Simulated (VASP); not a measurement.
# SnO2 (Pnnm) in VASP: further runs

SnO2 is run at these levels: PBEsol; tasks: single point.

All numbers are computed with VASP 6.6.1; they aren't measurements. Logs are shortened: lines on timing, memory, paths and dates and some standing lists are left out, and cuts for length are marked.

## (1) The cell of the first run

It takes space group Pnnm (No. 58, orthorhombic). The conventional cell has a = 4.888 Å, b = 4.888 Å, c = 3.292 Å, α = 90.00°, β = 90.00°, γ = 90.00°. Within 2.9 Å of Sn (site symmetry 2/m) lie 6 O at 2.20 to 2.21 Å. O (site symmetry m) has 3 Sn at 2.20 to 2.21 Å and 6 O at 2.36 to 2.96 Å within 3.0 Å.

## (2) Single point, PBEsol (atoms displaced along a vibrational mode, the cell strained)

Contents of INCAR:

```
SYSTEM = SnO2
PREC = Accurate
ENCUT = 520
EDIFF = 1E-6
ISMEAR = 0
SIGMA = 0.05
LREAL = .False.
LASPH = .True.
NELM = 80
ALGO = Normal
ISIF = 2
LWAVE = .False.
LCHARG = .True.
GGA = PS
LELF = .True.
LVHAR = .True.
NBANDS = 35
```

Contents of KPOINTS:

```
regular mesh
0
Gamma
  6 6 8
  0 0 0
```

Contents of POSCAR:

```
SnO2
1.0
    4.8879424508      0.0000000000      0.0000000000
    0.0000000000      4.8879424508      0.0000000000
    0.0000000000      0.0000000000      3.2916534163
Sn O
2 4
Direct
    0.0000000000      0.0000000000      0.0000000000
    0.5000000000      0.5000000000      0.5000000000
    0.2176265853      0.3949695495      0.0000000000
    0.2823734147      0.8949695495      0.5000000000
    0.7823734147      0.6050304505      0.0000000000
    0.7176265853      0.1050304505      0.5000000000
```

Potentials or basis: VASP PAW PBE potentials, release 64 (Sn_d, O).

The run is started by

```
cat potpaw_PBE.64/Sn_d/POTCAR potpaw_PBE.64/O/POTCAR > POTCAR
mpirun -np 1 vasp_std > vasp.out
```

OUTCAR:

```text
SYSTEM = SnO2
   PREC = Accurate
   ENCUT = 520
   EDIFF = 1E-6
   ISMEAR = 0
   LREAL = .False.
   LASPH = .True.
   NELM = 80
   ISIF = 2
   GGA = PS

 ion  position               nearest neighbor table
   1  0.000  0.000  0.000-   3 2.20   5 2.20   4 2.21   6 2.21   4 2.21   6 2.21
   2  0.500  0.500  0.500-   4 2.20   6 2.20   5 2.21   3 2.21   3 2.21   5 2.21
   3  0.218  0.395  0.000-   1 2.20   2 2.21   2 2.21
   4  0.282  0.895  0.500-   2 2.20   1 2.21   1 2.21
   5  0.782  0.605  0.000-   1 2.20   2 2.21   2 2.21
   6  0.718  0.105  0.500-   2 2.20   1 2.21   1 2.21

  LATTYP: Found a simple tetragonal cell.
 ALAT       =     4.8879424508
 C/A-ratio  =     0.6734231120

  Lattice vectors:

 A1 = (   4.8879424508,   0.0000000000,   0.0000000000)
 A2 = (   0.0000000000,   4.8879424508,   0.0000000000)
 A3 = (   0.0000000000,   0.0000000000,   3.2916534163)

Analysis of symmetry for initial positions (statically):
=====================================================================
 Subroutine PRICEL returns:
 Original cell was already a primitive cell.

 Routine SETGRP: Setting up the symmetry group for a
 simple tetragonal supercell.

 Subroutine GETGRP returns: Found  8 space group operations
 (whereof  4 operations were pure point group operations)
 out of a pool of 16 trial point group operations.

The static configuration has the point symmetry C_2h.
 The point group associated with its full space group is D_2h.

Analysis of symmetry for dynamics (positions and initial velocities):
=====================================================================
 Subroutine PRICEL returns:
 Original cell was already a primitive cell.

 Routine SETGRP: Setting up the symmetry group for a
 simple tetragonal supercell.

 Subroutine GETGRP returns: Found  8 space group operations
 (whereof  4 operations were pure point group operations)
 out of a pool of 16 trial point group operations.

The dynamic configuration has the point symmetry C_2h.
 The point group associated with its full space group is D_2h.

 Subroutine INISYM returns: Found  8 space group operations
 (whereof  4 operations are pure point group operations),
 and found     1 'primitive' translations

----------------------------------------------------------------------------------------

[... 99 lines left out ...]
   NELM   =     80;   NELMIN=  2; NELMDL= -5     # of ELM steps
   EDIFF  = 0.1E-05   stopping-criterion for ELM
   LREAL  =      F    real-space projection
   EDIFFG = 0.1E-04   stopping-criterion for IOM
   NSW    =      0    number of steps for IOM
   IBRION =     -1    ionic relax: 0-MD 1-quasi-New 2-CG
   NFREE  =      0    steps in history (QN), initial steepest desc. (CG)
   ISIF   =      2    stress and relaxation
   ISYM   =      2    0-nonsym 1-usesym 2-fastsym
   POTIM  = 0.5000    time-step for ionic-motion
   TEBEG  =    0.0;   TEEND  =   0.0 temperature during run
   PSTRESS=    0.0 pullay stress
   NELECT =      52.0000    total number of electrons
   NUPDOWN=      -1.0000    fix difference up-down
   EMIN   =  10.00;   EMAX   =-10.00  energy-range for DOS
   EFERMI =   0.00;   METHOD = LEGACY
   ISMEAR =     0;   SIGMA  =   0.05  broadening in eV -4-tet -1-fermi 0-gaus
   EFERMI_NEDOS =   21; number of points for ismear=-14 and -15
   IALGO  =     38    algorithm
   IMIX   =      4    mixing-type and parameters
     AMIX     =   0.40;   BMIX     =  1.00
     AMIX_MAG =   1.60;   BMIX_MAG =  1.00
  volume/ion in A,a.u.               =      13.11        88.45
  Fermi-wavevector in a.u.,A,eV,Ry     =   1.426222  2.695169 27.675743  2.034110
  Thomas-Fermi vector in A             =   2.546522
   LORBIT       =      0    0 simple, 1 ext, 2 COOP (PROOUT), +10 PAW based schemes
   GGA     = PS    functional components
   LHFCALC =     F    Hartree Fock is set to
   AEXX    =    0.0000 exact exchange contribution
   IVDW    =     0    specifies the selected vdW correction
   LEPSILON=     F    determine dielectric tensor
   LRPA    =     F    only Hartree local field effects (RPA)
 non-spin polarized calculation
 Gauss-broadening in eV      SIGMA  =   0.05
  energy-cutoff  :      520.00
  volume of cell :       78.64
 maximum number of plane-waves:      2144
   NGX = 19   NGY = 19   NGZ = 13

 number of electron      52.0000005 magnetization

 Free energy of the ion-electron system (eV)
  ---------------------------------------------------
  ext. energy  EPLUGINS =         0.00000000
  ---------------------------------------------------
  free energy    TOTEN  =       -37.77568102 eV

  energy without entropy =      -37.77532525  energy(sigma->0) =      -37.77550313

 E-fermi :   5.3532     XC(G=0): -11.1763

 val. band max:        5.3113261084   @ k =   0.0000   0.0000   0.0000
 cond. band min:       5.3558717756   @ k =   0.0000   0.0000   0.0000
 fundamental gap:      0.0445456672
 Fermi energy:         5.3532185102

 k-point     1 :       0.0000    0.0000    0.0000
  band No.  band energies     occupation
      1     -15.6746      2.00000
      2     -15.2698      2.00000
      3     -15.1977      2.00000
      4     -15.1324      2.00000
      5     -15.1247      2.00000
      6     -15.1071      2.00000
[... 901 lines left out ...]
     34      15.1492      0.00000
     35      16.3544      0.00000

 [... further k-points ...]

------------------------ aborting loop because EDIFF is reached ----------------------------------------

  FORCE on cell =-STRESS in cart. coord.  units (eV):
  Direction    XX          YY          ZZ          XY          YZ          ZX
  --------------------------------------------------------------------------------------
  -------------------------------------------------------------------------------------
  Total       -7.8728042     -7.7720198    -10.1339432      0.0000000      0.0000000      0.0000000
  in kB     -160.3886983   -158.3354682   -206.4537510      0.0000000      0.0000000      0.0000000
  external PRESSURE =    -175.0593058 kB  Pullay stress =       0.0000000 kB

 VOLUME and BASIS-vectors are now :
 -----------------------------------------------------------------------------
  energy-cutoff  :      520.00
  volume of cell :       78.64
      direct lattice vectors                 reciprocal lattice vectors
     4.887942451  0.000000000  0.000000000     0.204585060  0.000000000  0.000000000
     0.000000000  4.887942451  0.000000000     0.000000000  0.204585060  0.000000000
     0.000000000  0.000000000  3.291653416     0.000000000  0.000000000  0.303798691

 POSITION                                       TOTAL-FORCE (eV/Angst)
 -----------------------------------------------------------------------------------
      0.00000      0.00000      0.00000         0.000000     -0.000000      0.000000
      2.44397      2.44397      1.64583         0.000000     -0.000000      0.000000
      1.06375      1.93059      0.00000         2.088924     -0.755982     -0.000000
      1.38023      4.37456      1.64583        -2.088924     -0.755982      0.000000
      3.82420      2.95735      0.00000        -2.088924      0.755982      0.000000
      3.50772      0.51338      1.64583         2.088924      0.755982     -0.000000
 -----------------------------------------------------------------------------------
    total drift:                                0.000000      0.000000      0.000000

  FREE ENERGIE OF THE ION-ELECTRON SYSTEM (eV)
  ---------------------------------------------------
  free  energy   TOTEN  =       -37.7756810230 eV

  energy  without entropy=      -37.7753252457  energy(sigma->0) =      -37.77550313
```

stdout:

```text
POSCAR found type information on POSCAR SnO
 POSCAR found :  2 types and       6 ions
 scaLAPACK will be used
 -----------------------------------------------------------------------------
|                                                                             |
|                                                                             |
|     You enforced a specific xc type in the INCAR file but a different       |
|     I HOPE YOU KNOW WHAT YOU ARE DOING!                                     |
|                                                                             |
 -----------------------------------------------------------------------------

 LDA part: xc-table for (Slater+PW92), standard interpolation
 POSCAR, INCAR and KPOINTS ok, starting setup
 FFT: planning ... GRIDC
 FFT: planning ... GRID_SOFT
 FFT: planning ... GRID
 WAVECAR not read
 entering main loop
```

Run time: 71 s. Hardware: 1 thread of Intel Xeon Platinum 8488C (Sapphire Rapids), shared host; peak memory 0.29 GiB.

What came out:

| Item | Value |
| --- | --- |
| Free energy | -37.7757 eV |
| Pressure | -17.5 GPa |
| Largest force | 2.222 eV/Å |
| Band gap on the k mesh | 0.04 eV |

Forces on the atoms (eV/Å):
```
Sn   0.000  0.000  0.000
Sn   0.000  0.000  0.000
O    2.089 -0.756  0.000
O   -2.089 -0.756  0.000
O   -2.089  0.756  0.000
O    2.089  0.756  0.000
```

Stress tensor (GPa, compression positive):
```
-16.04   0.00   0.00
  0.00 -15.83   0.00
  0.00   0.00 -20.65
```

Caveat: the cell differs from its parent crystal (atoms displaced along a vibrational mode, the cell strained); the cell stands under tension; semilocal functionals underestimate gaps, and a narrow one can read as zero; the PAW data sets were made with another functional, which shifts forces and pressure a little; spin-orbit coupling is left out, which moves the levels of the heavy elements.

## (3) Single point, PBEsol (atoms displaced along a vibrational mode, the cell strained)

Contents of INCAR:

```
  ALGO = Normal
  EDIFF = 1E-6
  ENCUT = 520
  GGA = PS
  ISIF = 2
  ISMEAR = 0
  LASPH = T
  LCHARG = F
  LREAL = F
  LWAVE = F
  NBANDS = 35
  NELM = 100
  PREC = Accurate
  SIGMA = 0.05
```

Contents of KPOINTS:

```
k-points
0
Gamma
  6 6 8
```

Contents of POSCAR:

```
SnO2
1.0
    4.8879424508      0.0000000000      0.0000000000
    0.0000000000      4.8879424508      0.0000000000
    0.0000000000      0.0000000000      3.2916534163
Sn O
2 4
Direct
    0.0000000000      0.0000000000      0.0000000000
    0.5000000000      0.5000000000      0.5000000000
    0.2471788033      0.3654173315      0.0000000000
    0.2528211967      0.8654173315      0.5000000000
    0.7528211967      0.6345826685      0.0000000000
    0.7471788033      0.1345826685      0.5000000000
```

Potentials or basis: VASP PAW PBE potentials, release 64 (Sn_d, O).

The run is started by

```
cat potpaw_PBE.64/Sn_d/POTCAR potpaw_PBE.64/O/POTCAR > POTCAR
mpirun -np 1 vasp_std > vasp.out
```

OUTCAR:

```text
EDIFF = 1E-6
   ENCUT = 520
   GGA = PS
   ISIF = 2
   ISMEAR = 0
   LASPH = T
   LREAL = F
   NELM = 100
   PREC = Accurate

 ion  position               nearest neighbor table
   1  0.000  0.000  0.000-   3 2.16   5 2.16   4 2.16   6 2.16   4 2.16   6 2.16
   2  0.500  0.500  0.500-   4 2.16   6 2.16   5 2.16   3 2.16   3 2.16   5 2.16
   3  0.247  0.365  0.000-   1 2.16   2 2.16   2 2.16
   4  0.253  0.865  0.500-   2 2.16   1 2.16   1 2.16
   5  0.753  0.635  0.000-   1 2.16   2 2.16   2 2.16
[... 1122 lines left out ...]
  -------------------------------------------------------------------------------------
  Total       -8.0273278     -6.4289390     -8.7923609      0.0000000      0.0000000      0.0000000
  in kB     -163.5367315   -130.9735548   -179.1223666      0.0000000      0.0000000      0.0000000
  external PRESSURE =    -157.8775510 kB  Pullay stress =       0.0000000 kB

 VOLUME and BASIS-vectors are now :
 -----------------------------------------------------------------------------
  energy-cutoff  :      520.00
  volume of cell :       78.64
      direct lattice vectors                 reciprocal lattice vectors
     4.887942451  0.000000000  0.000000000     0.204585060  0.000000000  0.000000000
     0.000000000  4.887942451  0.000000000     0.000000000  0.204585060  0.000000000
     0.000000000  0.000000000  3.291653416     0.000000000  0.000000000  0.303798691

 POSITION                                       TOTAL-FORCE (eV/Angst)
 -----------------------------------------------------------------------------------
      0.00000      0.00000      0.00000         0.000000     -0.000000      0.000000
      2.44397      2.44397      1.64583         0.000000     -0.000000      0.000000
      1.20820      1.78614      0.00000         0.981597     -0.255560      0.000000
      1.23578      4.23011      1.64583        -0.981597     -0.255560      0.000000
      3.67975      3.10180      0.00000        -0.981597      0.255560      0.000000
      3.65217      0.65783      1.64583         0.981597      0.255560     -0.000000
 -----------------------------------------------------------------------------------
    total drift:                                0.000000      0.000000     -0.000000

  FREE ENERGIE OF THE ION-ELECTRON SYSTEM (eV)
  ---------------------------------------------------
  free  energy   TOTEN  =       -38.9050555009 eV

  energy  without entropy=      -38.9050555009  energy(sigma->0) =      -38.90505550
```

stdout:

```text
POSCAR found type information on POSCAR SnO
 POSCAR found :  2 types and       6 ions
 scaLAPACK will be used
 -----------------------------------------------------------------------------
|                                                                             |
|                                                                             |
|     You enforced a specific xc type in the INCAR file but a different       |
|     I HOPE YOU KNOW WHAT YOU ARE DOING!                                     |
|                                                                             |
 -----------------------------------------------------------------------------

 LDA part: xc-table for (Slater+PW92), standard interpolation
 POSCAR, INCAR and KPOINTS ok, starting setup
 FFT: planning ... GRIDC
 FFT: planning ... GRID_SOFT
 FFT: planning ... GRID
 WAVECAR not read
 entering main loop
```

It took 72 s on 1 thread of Intel Xeon Platinum 8488C (Sapphire Rapids), shared host; peak memory 0.29 GiB.

Results:

| Quantity | Value |
| --- | --- |
| Free energy | -38.9051 eV |
| Pressure | -15.8 GPa |
| Largest force | 1.014 eV/Å |
| Band gap on the k mesh | 0.65 eV (least direct gap 0.70 eV) |

Forces on the atoms (eV/Å):
```
Sn   0.000  0.000  0.000
Sn   0.000  0.000  0.000
O    0.982 -0.256  0.000
O   -0.982 -0.256  0.000
O   -0.982  0.256  0.000
O    0.982  0.256  0.000
```

Stress tensor (GPa, compression positive):
```
-16.35   0.00   0.00
  0.00 -13.10   0.00
  0.00   0.00 -17.91
```

Levels at points of the mesh, in eV from the valence-band top:
```csv
k point,band 22,band 23,band 24,band 25,band 26,band 27,band 28,band 29,band 30,band 31
"(0.00, 0.00, 0.00)",-1.10,-0.78,-0.62,-0.32,-0.05,0.65,4.88,5.85,6.14,9.29
"(0.50, 0.00, 0.00)",-1.31,-0.94,-0.94,-0.04,-0.04,2.91,2.91,5.84,5.84,9.71
"(0.00, 0.50, 0.00)",-1.78,-0.91,-0.91,-0.43,-0.43,3.50,3.50,7.18,7.18,9.23
"(0.50, 0.50, 0.00)",-1.86,-1.13,-1.13,-0.33,-0.33,3.79,3.79,6.45,6.45,9.75
"(0.00, 0.00, 0.50)",-2.51,-1.35,-1.35,-0.37,-0.37,4.60,4.60,8.43,8.43,9.31
"(0.50, 0.00, 0.50)",-1.73,-0.99,-0.99,-0.47,-0.47,4.97,4.97,7.27,7.27,9.46
"(0.00, 0.50, 0.50)",-1.10,-0.94,-0.94,-0.19,-0.19,4.65,4.65,6.46,6.46,10.48
"(0.50, 0.50, 0.50)",-2.17,-0.83,-0.83,-0.25,-0.25,3.75,3.75,8.25,8.25,9.39
```

Caveat: the cell differs from its parent crystal (atoms displaced along a vibrational mode, the cell strained); the cell stands under tension; semilocal functionals underestimate gaps, and a narrow one can read as zero; the PAW data sets were made with another functional, which shifts forces and pressure a little; spin-orbit coupling is left out, which moves the levels of the heavy elements.

[end of part 1 of 2]
